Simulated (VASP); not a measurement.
Write the native input for VASP 6.6.1 that does the following.

```yaml
Task: single point
Functional: PBE
Dispersion: D3(BJ)
Potentials_or_basis: VASP PAW PBE potentials, release 64 (Si, N)
Cutoff: 520 eV
k_mesh: 4 × 4 × 1
Occupations: gaussian, width 0.05 eV
Spin: no spin polarisation
Dipole_correction: yes
Further_INCAR_settings: LREAL = Auto; ALGO = Normal; EDIFF = 1e-07; NBANDS = 52
```

The structure of Si8N lies in POSCAR:

```
Si8N
1.0
    7.6310340417      0.0000000000      0.0000000000
    0.0000000000      6.3129357835      0.0000000000
    0.0000000000      0.0000000000     23.0318711348
Si N
16 2
Direct
    0.0000000000      0.9369021389      0.1736723854
    0.5000000000      0.9369021389      0.1736723854
    0.0000000000      0.5630978611      0.1736723854
    0.5000000000      0.5630978611      0.1736723854
    0.2500000000      0.4369021389      0.2214950258
    0.7500000000      0.4369021389      0.2214950258
    0.2500000000      0.0630978611      0.2214950258
    0.7500000000      0.0630978611      0.2214950258
    0.2500000000      0.9332664455      0.3177235001
    0.7500000000      0.9332664455      0.3177235001
    0.2500000000      0.5667335545      0.3177235001
    0.7500000000      0.5667335545      0.3177235001
    0.0000000000      0.4266292811      0.3574121741
    0.5000000000      0.4266292811      0.3574121741
    0.0000000000      0.0733707189      0.3574121741
    0.5000000000      0.0733707189      0.3574121741
    0.1250000000      0.4266292811      0.4920082727
    0.1250000000      0.4266292811      0.5397681787
```

The input as run:

INCAR

```
SYSTEM = Si8N
PREC     = Accurate       ! precision mode
ENCUT    = 520            ! plane-wave cutoff, eV
EDIFF    = 1E-7           ! SCF threshold, eV
ISMEAR   = 0              ! smearing method
SIGMA    = 0.05           ! smearing width, eV
LREAL    = Auto         
LASPH    = .True.         ! aspherical terms in the spheres
NELM     = 80             ! most SCF steps
ALGO     = Normal         ! electronic algorithm
ISIF     = 2              ! what is computed and relaxed
LWAVE    = .False.        ! write WAVECAR
LCHARG   = .False.        ! write CHGCAR
LDIPOL   = .True.       
IDIPOL   = 3            
DIPOL    = 0.5 0.5 0.295
GGA      = PE             ! functional
IVDW     = 12             ! dispersion correction
NBANDS   = 52             ! bands
```

KPOINTS

```
regular mesh
0
Gamma
  4 4 1
  0 0 0
```

Potentials or basis: VASP PAW PBE potentials, release 64 (Si, N).

Command:

```console
$ cat potpaw_PBE.64/Si/POTCAR potpaw_PBE.64/N/POTCAR > POTCAR
$ mpirun -np 1 vasp_std > vasp.out
```

Results of the run:

```yaml
Largest_force: 2.174 eV/Å
Band_gap_on_the_k_mesh: zero (band 37 reaches -1.13 eV, above the bottom of band 38 at -1.50 eV)
Dispersion_energy_per_atom: -0.238 eV
```

Caveat: the standard files for N, O and F lose accuracy on very short bonds.

It took 16 min on 1 thread of Intel(R) Xeon(R) Platinum 8559C (Emerald Rapids), on a shared host, peak memory 1.1 GiB.
